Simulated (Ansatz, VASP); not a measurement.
Fe: VASP beside Ansatz

```xyz
2
Lattice="0.0000 2.4850 2.4850 2.4850 0.0000 2.4850 2.4850 2.4850 0.0000" Properties=species:S:1:pos:R:3 pbc="T T T"
Fe    0.6212    0.6212    0.6212
Fe    4.3487    4.3487    4.3487
```

Alike in both runs: task single point; functional revPBE; k mesh 13 × 13 × 13; occupations fermi-dirac, width 0.1 eV; no spin polarisation.

|  | VASP | Ansatz |
| --- | --- | --- |
| version | VASP 6.6.1 | Ansatz 0.2.0 |
| potentials or method | VASP PAW PBE potentials, release 64 (Fe_sv), cutoff 690 eV | plane waves (420 eV) with PAW, scalar-relativistic |
| valence electrons in the cell | 32 | 32 |

|  | VASP | Ansatz | Ansatz less VASP |
| --- | --- | --- | --- |
| pressure (GPa) | -6.4 | -5.2 | +1.19 |

VASP's potentials were made for PBE, not for revPBE.
